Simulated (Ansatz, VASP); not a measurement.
# NbRh: VASP beside Ansatz

```
Nb Rh
1.0
     2.81358    0.00000    0.00000
     0.00000    2.81358    0.00000
     0.00000    0.00000    3.80900
Nb Rh
1 1
Cartesian
  0.0000 0.0000 0.0000
  1.4068 1.4068 1.9045
```

Change from the starting cell: equal xx and yy strain of -1 %.

Alike in both runs: task single point; functional PBEsol; k mesh 14 × 14 × 11; occupations fermi-dirac, width 0.05 eV; no spin polarisation.

```csv
,VASP,Ansatz
version,VASP 6.6.1,Ansatz 0.2.0
potentials or method,"VASP PAW PBE potentials, release 64 (Nb_sv, Rh_pv), cutoff 520 eV","all-electron LAPW, scalar-relativistic"
```

```csv
,VASP,Ansatz,Ansatz less VASP
pressure (GPa),4.0,4.2,+0.23
"traceless stress, the component that is largest in VASP (GPa)",0.38,0.41,+0.029
```

VASP's potentials were made for PBE, not for PBEsol. Ansatz ran all-electron here, and VASP with PAW potentials.
